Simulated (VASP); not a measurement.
# BaZr (Pm-3m) in VASP: a series of runs

BaZr is run at these levels: PBE; tasks: single point, relaxation of cell and atoms.

Program: VASP 6.6.1. These are calculated values, not measurements. Logs are shortened: lines on timing, memory, paths and dates and some standing lists are left out, and cuts for length are marked.

### Step 1. The cell of the first run

It takes space group Pm-3m (No. 221, cubic). The conventional cell has a = 4.029 Å, b = 4.029 Å, c = 4.029 Å, α = 90.00°, β = 90.00°, γ = 90.00°. Within 4.6 Å of Ba (site symmetry m-3m) lie 8 Zr at 3.49 Å and 6 Ba at 4.03 Å. Within 4.6 Å of Zr (site symmetry m-3m) lie 8 Ba at 3.49 Å and 6 Zr at 4.03 Å.

### Step 2. Single point, PBE

INCAR reads:

```
  ALGO = Normal
  EDIFF = 1E-6
  ENCUT = 520
  GGA = PE
  ISIF = 2
  ISMEAR = 0
  LASPH = True
  LCHARG = False
  LREAL = False
  LWAVE = False
  NBANDS = 18
  NELM = 60
  PREC = Accurate
  SIGMA = 0.1
```

KPOINTS reads:

```
k-points
0
Gamma
  4 4 4
```

POSCAR reads:

```
BaZr
1.0
    4.0287656849      0.0000000000      0.0000000000
    0.0000000000      4.0287656849      0.0000000000
    0.0000000000      0.0000000000      4.0287656849
Ba Zr
1 1
Direct
    0.0000000000      0.0000000000      0.0000000000
    0.5000000000      0.5000000000      0.5000000000
```

Potentials or basis: VASP PAW PBE potentials, release 64 (Ba_sv, Zr_sv).

Command:

```console
cat potpaw_PBE.64/Ba_sv/POTCAR potpaw_PBE.64/Zr_sv/POTCAR > POTCAR
mpirun -np 1 vasp_std > vasp.out
```

OUTCAR:

```text
EDIFF = 1E-6
   ENCUT = 520
   GGA = PE
   ISIF = 2
   ISMEAR = 0
   LASPH = True
   LREAL = False
   NELM = 60
   PREC = Accurate

 ion  position               nearest neighbor table
   1  0.000  0.000  0.000-   2 3.49   2 3.49   2 3.49   2 3.49   2 3.49   2 3.49   2 3.49   2 3.49

   2  0.500  0.500  0.500-   1 3.49   1 3.49   1 3.49   1 3.49   1 3.49   1 3.49   1 3.49   1 3.49

  LATTYP: Found a simple cubic cell.
 ALAT       =     4.0287656849

  Lattice vectors:

 A1 = (   4.0287656849,   0.0000000000,   0.0000000000)
 A2 = (   0.0000000000,   4.0287656849,   0.0000000000)
 A3 = (   0.0000000000,   0.0000000000,   4.0287656849)

Analysis of symmetry for initial positions (statically):
=====================================================================
 Subroutine PRICEL returns:
 Original cell was already a primitive cell.

 Routine SETGRP: Setting up the symmetry group for a
 simple cubic supercell.

 Subroutine GETGRP returns: Found 48 space group operations
 (whereof 48 operations were pure point group operations)
 out of a pool of 48 trial point group operations.

The static configuration has the point symmetry O_h .

Analysis of symmetry for dynamics (positions and initial velocities):
=====================================================================
 Subroutine PRICEL returns:
 Original cell was already a primitive cell.

 Routine SETGRP: Setting up the symmetry group for a
 simple cubic supercell.

 Subroutine GETGRP returns: Found 48 space group operations
 (whereof 48 operations were pure point group operations)
 out of a pool of 48 trial point group operations.

The dynamic configuration has the point symmetry O_h .

 Subroutine INISYM returns: Found 48 space group operations
 (whereof 48 operations are pure point group operations),
 and found     1 'primitive' translations

----------------------------------------------------------------------------------------

                                     Primitive cell

  volume of cell :      65.3907

  direct lattice vectors                    reciprocal lattice vectors
     4.028765685  0.000000000  0.000000000     0.248214982  0.000000000  0.000000000
     0.000000000  4.028765685  0.000000000     0.000000000  0.248214982  0.000000000
     0.000000000  0.000000000  4.028765685     0.000000000  0.000000000  0.248214982

  length of vectors
     4.028765685  4.028765685  4.028765685     0.248214982  0.248214982  0.248214982

  position of ions in fractional coordinates (direct lattice)
     0.000000000  0.000000000  0.000000000
     0.500000000  0.500000000  0.500000000

  ion indices of the primitive-cell ions
   primitive index   ion index
                 1           1
                 2           2

----------------------------------------------------------------------------------------

 KPOINTS: k-points

Automatic generation of k-mesh.
 Grid dimensions read from file:
 generate k-points for:    4    4    4

 Generating k-lattice:

  Cartesian coordinates                     Fractional coordinates (reciprocal lattice)
     0.062053745  0.000000000  0.000000000     0.250000000  0.000000000  0.000000000
     0.000000000  0.062053745  0.000000000     0.000000000  0.250000000  0.000000000
     0.000000000  0.000000000  0.062053745     0.000000000  0.000000000  0.250000000

  Length of vectors
     0.062053745  0.062053745  0.062053745

  Shift w.r.t. Gamma in fractional coordinates (k-lattice)
     0.000000000  0.000000000  0.000000000

 Subroutine IBZKPT returns following result:
 ===========================================

 Found     10 irreducible k-points:

 Following reciprocal coordinates:
            Coordinates               Weight
  0.000000  0.000000  0.000000      1.000000
  0.250000  0.000000  0.000000      6.000000
  0.500000  0.000000  0.000000      3.000000
  0.250000  0.250000  0.000000     12.000000
  0.500000  0.250000  0.000000     12.000000
  0.500000  0.500000  0.000000      3.000000
  0.250000  0.250000  0.250000      8.000000
  0.500000  0.250000  0.250000     12.000000
  0.500000  0.500000  0.250000      6.000000
  0.500000  0.500000  0.500000      1.000000
   k-points           NKPTS =     10   k-points in BZ     NKDIM =     10   number of bands    NBANDS=     18
   number of dos      NEDOS =    301   number of ions     NIONS =      2
   total plane-waves  NPLWV =  27000
   dimension x,y,z NGX =    30 NGY =   30 NGZ =   30
   dimension x,y,z NGXF=    60 NGYF=   60 NGZF=   60
   ions per type =               1   1
   NGX,Y,Z   is equivalent  to a cutoff of  12.38, 12.38, 12.38 a.u.
   NGXF,Y,Z  is equivalent  to a cutoff of  24.76, 24.76, 24.76 a.u.
 SYSTEM =  unknown system
   PREC   = accura    normal or accurate (medium, high low for compatibility)
   ISTART =      0    job   : 0-new  1-cont  2-samecut
   ICHARG =      2    charge: 1-file 2-atom 10-const
   ISPIN  =      1    spin polarized calculation?
   LNONCOLLINEAR =      F non collinear calculations
   LSORBIT =      F    spin-orbit coupling
   LASPH  =      T    aspherical Exc in radial PAW
   ENCUT  =  520.0 eV  38.22 Ry    6.18 a.u.   7.49  7.49  7.49*2*pi/ulx,y,z
   NELM   =     60;   NELMIN=  2; NELMDL= -5     # of ELM steps
   EDIFF  = 0.1E-05   stopping-criterion for ELM
   LREAL  =      F    real-space projection
   EDIFFG = 0.1E-04   stopping-criterion for IOM
   NSW    =      0    number of steps for IOM
   IBRION =     -1    ionic relax: 0-MD 1-quasi-New 2-CG
   NFREE  =      0    steps in history (QN), initial steepest desc. (CG)
   ISIF   =      2    stress and relaxation
   ISYM   =      2    0-nonsym 1-usesym 2-fastsym
   POTIM  = 0.5000    time-step for ionic-motion
   TEBEG  =    0.0;   TEEND  =   0.0 temperature during run
   PSTRESS=    0.0 pullay stress
   NELECT =      22.0000    total number of electrons
   NUPDOWN=      -1.0000    fix difference up-down
   EMIN   =  10.00;   EMAX   =-10.00  energy-range for DOS
   EFERMI =   0.00;   METHOD = LEGACY
   ISMEAR =     0;   SIGMA  =   0.10  broadening in eV -4-tet -1-fermi 0-gaus
   EFERMI_NEDOS =   21; number of points for ismear=-14 and -15
   IALGO  =     38    algorithm
   IMIX   =      4    mixing-type and parameters
     AMIX     =   0.40;   BMIX     =  1.00
     AMIX_MAG =   1.60;   BMIX_MAG =  1.00
  volume/ion in A,a.u.               =      32.70       220.64
  Fermi-wavevector in a.u.,A,eV,Ry     =   1.138615  2.151671 17.639205  1.296445
  Thomas-Fermi vector in A             =   2.275320
   LORBIT       =      0    0 simple, 1 ext, 2 COOP (PROOUT), +10 PAW based schemes
   GGA     = PE    functional components
   LHFCALC =     F    Hartree Fock is set to
   AEXX    =    0.0000 exact exchange contribution
   IVDW    =     0    specifies the selected vdW correction
   LEPSILON=     F    determine dielectric tensor
   LRPA    =     F    only Hartree local field effects (RPA)
 non-spin polarized calculation
 Gauss-broadening in eV      SIGMA  =   0.10
  energy-cutoff  :      520.00
  volume of cell :       65.39
 maximum number of plane-waves:      1791
 NGX is ok and might be reduce to    30
   NGX = 15   NGY = 15   NGZ = 15

 number of electron      21.9999998 magnetization

 Free energy of the ion-electron system (eV)
  ---------------------------------------------------
  ext. energy  EPLUGINS =         0.00000000
  ---------------------------------------------------
  free energy    TOTEN  =        -8.54554900 eV

  energy without entropy =       -8.53733306  energy(sigma->0) =       -8.54144103

 E-fermi :   4.9127     XC(G=0):  -9.7183

 val. band max:        4.7920754643   @ k =   0.5000   0.5000   0.5000
 cond. band min:       4.9292481490   @ k =   0.2500   0.2500   0.2500
 fundamental gap:      0.1371726847
 Fermi energy:         4.9127049655

 k-point     1 :       0.0000    0.0000    0.0000
  band No.  band energies     occupation
      1     -44.4843      2.00000
      2     -22.4697      2.00000
      3     -22.4697      2.00000
      4     -22.4697      2.00000
      5     -22.4143      2.00000
      6      -7.4475      2.00000
[... 10 lines left out ...]
     17      11.7823      0.00000
     18      11.7894      0.00000

 k-point     2 :       0.2500    0.0000    0.0000
  band No.  band energies     occupation
      1     -44.4831      2.00000
      2     -22.6258      2.00000
      3     -22.4669      2.00000
      4     -22.4669      2.00000
      5     -22.2505      2.00000
      6      -7.8731      2.00000
[... 10 lines left out ...]
     17       8.9543      0.00000
     18       8.9543      0.00000

 k-point     3 :       0.5000    0.0000    0.0000
  band No.  band energies     occupation
      1     -44.4820      2.00000
      2     -22.7010      2.00000
      3     -22.4641      2.00000
      4     -22.4641      2.00000
      5     -22.1669      2.00000
      6      -8.2492      2.00000
[... 10 lines left out ...]
     17       7.7031      0.00000
     18       7.7031      0.00000

 k-point     4 :       0.2500    0.2500    0.0000
  band No.  band energies     occupation
      1     -44.4820      2.00000
      2     -22.6156      2.00000
      3     -22.4933      2.00000
      4     -22.4643      2.00000
      5     -22.2311      2.00000
      6      -7.8534      2.00000
[... 10 lines left out ...]
     17       8.8707      0.00000
     18       8.9545      0.00000

 k-point     5 :       0.5000    0.2500    0.0000
  band No.  band energies     occupation
      1     -44.4809      2.00000
      2     -22.6261      2.00000
      3     -22.4906      2.00000
      4     -22.4618      2.00000
      5     -22.2198      2.00000
      6      -8.1493      2.00000
[... 10 lines left out ...]
     17       8.7574      0.00000
     18       9.7054      0.00000

 k-point     6 :       0.5000    0.5000    0.0000
  band No.  band energies     occupation
      1     -44.4798      2.00000
      2     -22.5170      2.00000
      3     -22.5170      2.00000
      4     -22.4594      2.00000
      5     -22.3068      2.00000
      6      -8.0460      2.00000
[... 10 lines left out ...]
     17       9.4385      0.00000
     18      11.7809      0.00000

 k-point     7 :       0.2500    0.2500    0.2500
  band No.  band energies     occupation
      1     -44.4809      2.00000
      2     -22.5854      2.00000
      3     -22.4900      2.00000
      4     -22.4900      2.00000
      5     -22.2343      2.00000
      6      -7.7928      2.00000
[... 10 lines left out ...]
     17       9.3388      0.00000
     18       9.3494      0.00000

 k-point     8 :       0.5000    0.2500    0.2500
  band No.  band energies     occupation
      1     -44.4798      2.00000
      2     -22.5754      2.00000
      3     -22.4884      2.00000
      4     -22.4867      2.00000
      5     -22.2443      2.00000
      6      -8.0935      2.00000
[... 10 lines left out ...]
     17       8.9314      0.00000
     18      11.2110      0.00000

 k-point     9 :       0.5000    0.5000    0.2500
  band No.  band energies     occupation
      1     -44.4788      2.00000
      2     -22.5131      2.00000
      3     -22.5131      2.00000
      4     -22.4844      2.00000
      5     -22.2801      2.00000
      6      -8.0370      2.00000
[... 10 lines left out ...]
     17      10.2640      0.00000
     18      11.0343      0.00000

 k-point    10 :       0.5000    0.5000    0.5000
  band No.  band energies     occupation
      1     -44.4777      2.00000
      2     -22.5092      2.00000
      3     -22.5092      2.00000
      4     -22.5092      2.00000
      5     -22.2531      2.00000
      6      -8.0280      2.00000
[... 10 lines left out ...]
     17       8.7801      0.00000
     18      12.5722      0.00000

------------------------ aborting loop because EDIFF is reached ----------------------------------------

  FORCE on cell =-STRESS in cart. coord.  units (eV):
  Direction    XX          YY          ZZ          XY          YZ          ZX
  --------------------------------------------------------------------------------------
  -------------------------------------------------------------------------------------
  Total        0.3312567      0.3312567      0.3312567     -0.0000000      0.0000000     -0.0000000
  in kB        8.1163207      8.1163207      8.1163207     -0.0000000      0.0000000     -0.0000000
  external PRESSURE =       8.1163207 kB  Pullay stress =       0.0000000 kB

 VOLUME and BASIS-vectors are now :
 -----------------------------------------------------------------------------
  energy-cutoff  :      520.00
  volume of cell :       65.39
      direct lattice vectors                 reciprocal lattice vectors
     4.028765685  0.000000000  0.000000000     0.248214982  0.000000000  0.000000000
     0.000000000  4.028765685  0.000000000     0.000000000  0.248214982  0.000000000
     0.000000000  0.000000000  4.028765685     0.000000000  0.000000000  0.248214982

 POSITION                                       TOTAL-FORCE (eV/Angst)
 -----------------------------------------------------------------------------------
      0.00000      0.00000      0.00000         0.000000      0.000000      0.000000
      2.01438      2.01438      2.01438         0.000000      0.000000      0.000000
 -----------------------------------------------------------------------------------
    total drift:                                0.000000      0.000000      0.000000

  FREE ENERGIE OF THE ION-ELECTRON SYSTEM (eV)
  ---------------------------------------------------
  free  energy   TOTEN  =        -8.5455490044 eV

  energy  without entropy=       -8.5373330596  energy(sigma->0) =       -8.54144103
```

Run time: 18 s. Hardware: 1 thread of AMD EPYC 7R13, shared host; peak memory 0.17 GiB.

What came out:

```yaml
Free_energy: -8.5455 eV
Pressure: 0.8 GPa
Band_gap_on_the_k_mesh: zero (band 11 reaches 5.20 eV, above the bottom of band 12 at 4.70 eV)
```

Levels at points of the mesh, in eV from the Fermi level:
```
           k point  band 9  band 10  band 11  band 12  band 13  band 14
(0.00, 0.00, 0.00)   -3.63    -1.70    -1.70     1.12     1.12     1.12
(0.50, 0.00, 0.00)   -0.88    -0.78    -0.48     1.14     1.14     1.23
(0.50, 0.50, 0.00)   -2.32    -1.27    -0.15    -0.15     2.43     2.44
(0.50, 0.50, 0.50)   -0.12    -0.12    -0.12     0.67     0.67     0.67
```

Caveat: the k points lie up to 0.39 Å⁻¹ apart; spin-orbit coupling is left out, which moves the levels of the heavy elements.

### Step 3. Relaxation of cell and atoms, PBE

This run uses another cell than the first one, of 27.68 Å³/atom, 0.846 times its volume.

INCAR reads:

```
SYSTEM = BaZr
ALGO = Normal ; EDIFF = 1E-6
EDIFFG = -0.04 ; ENCUT = 600
GGA = PE ; IBRION = 2
ISIF = 3 ; ISMEAR = 0
LASPH = .True. ; LCHARG = .False.
LREAL = .False. ; LWAVE = .False.
NELM = 60 ; NSW = 90
PREC = Accurate ; SIGMA = 0.1
```

KPOINTS reads:

```
k-points
0
Gamma
  4 4 4
  0 0 0
```

POSCAR reads:

```
BaZr
1.0
    3.8110465095      0.0000000000      0.0000000000
    0.0000000000      3.8110465095      0.0000000000
    0.0000000000      0.0000000000      3.8110465095
Ba Zr
1 1
Direct
    0.0000000000      0.0000000000      0.0000000000
    0.5000000000      0.5000000000      0.5000000000
```

Potentials or basis: VASP PAW PBE potentials, release 64 (Ba_sv, Zr_sv).

Command:

```console
cat potpaw_PBE.64/Ba_sv/POTCAR potpaw_PBE.64/Zr_sv/POTCAR > POTCAR
mpirun -np 1 vasp_std > vasp.out
```

Wall time 48 s (1 thread of AMD EPYC 7R13, shared host); peak memory 0.17 GiB.

The run converged. Its results:

| Property | Result |
| --- | --- |
| Free energy | -8.5478 eV |
| Relaxed volume | 33.56 Å³/atom |
| Relaxed cell | a = 4.064 Å, b = 4.064 Å, c = 4.064 Å, α = 90.00°, β = 90.00°, γ = 90.00° |
| Space group after relaxing (to 0.05 Å) | Pm-3m (No. 221) |
| Energy gained by relaxing | 130.7 meV/atom |
| Ionic steps | 3 |
| Pressure after relaxing | 0.0 GPa |
| Band gap on the k mesh | zero (band 11 reaches 4.99 eV, above the bottom of band 12 at 4.55 eV) |

Step by step:
| step | energy change (eV) | largest force (eV/Å) | pressure (GPa) | volume (Å³) |
| --- | --- | --- | --- | --- |
| 1 | 0.0000 | 0.0000 | 8.43 | 55.35 |
| 2 | -0.2607 | 0.0000 | -0.28 | 67.85 |
| 3 | -0.2614 | 0.0000 | 0.02 | 67.11 |

Final structure:
```
CELL_PARAMETERS angstrom
4.06384 0.00000 0.00000
0.00000 4.06384 0.00000
0.00000 0.00000 4.06384
ATOMIC_POSITIONS crystal
Ba 0.00000 0.00000 0.00000
Zr 0.50000 0.50000 0.50000
```

Levels at points of the mesh, in eV from the Fermi level:
| k point | band 9 | band 10 | band 11 | band 12 | band 13 | band 14 |
| --- | --- | --- | --- | --- | --- | --- |
| (0.00, 0.00, 0.00) | -3.64 | -1.63 | -1.63 | 1.09 | 1.09 | 1.09 |
| (0.50, 0.00, 0.00) | -0.91 | -0.86 | -0.46 | 1.09 | 1.09 | 1.26 |
| (0.50, 0.50, 0.00) | -2.28 | -1.25 | -0.13 | -0.13 | 2.34 | 2.36 |
| (0.50, 0.50, 0.50) | -0.11 | -0.11 | -0.11 | 0.61 | 0.61 | 0.61 |

Caveat: the k points lie up to 0.39 Å⁻¹ apart in the final cell; the volume moved by over 15 % at a fixed basis, so the end points are rough; spin-orbit coupling is left out, which moves the levels of the heavy elements.
